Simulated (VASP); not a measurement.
Input of a VASP 6.6.1 run:

File INCAR:

```
SYSTEM = V
PREC = Accurate ; ENCUT = 520
EDIFF = 1E-7 ; ISMEAR = 0
SIGMA = 0.1 ; LREAL = .FALSE.
LASPH = .TRUE. ; NELM = 150
ALGO = Normal ; ISIF = 2
LWAVE = .FALSE. ; LCHARG = .FALSE.
ISPIN = 2 ; MAGMOM = 0.15
LORBIT = 11 ; LMAXMIX = 4
LDIPOL = .TRUE. ; IDIPOL = 3
DIPOL = 0.5 0.5 0.294 ; GGA = PE
NBANDS = 16
```

KPOINTS

```
regular mesh
0
G
  24 24 1
  0 0 0
```

POSCAR

```
V
1.0
    2.2996388364      0.0000000000      0.0000000000
    0.0000000000      2.2996388364      0.0000000000
    0.0000000000      0.0000000000     23.8000000000
V
1
Direct
    0.5000000000      0.5000000000      0.2941176471
```

Potentials or basis: VASP PAW PBE potentials, release 64 (V_sv).

Launch:

```bash
$ cat potpaw_PBE.64/V_sv/POTCAR > POTCAR
$ mpirun -np 1 vasp_std > vasp.out
```

(1) Estimate the net moment.

## Answers

(1) 0.00 μB per cell.
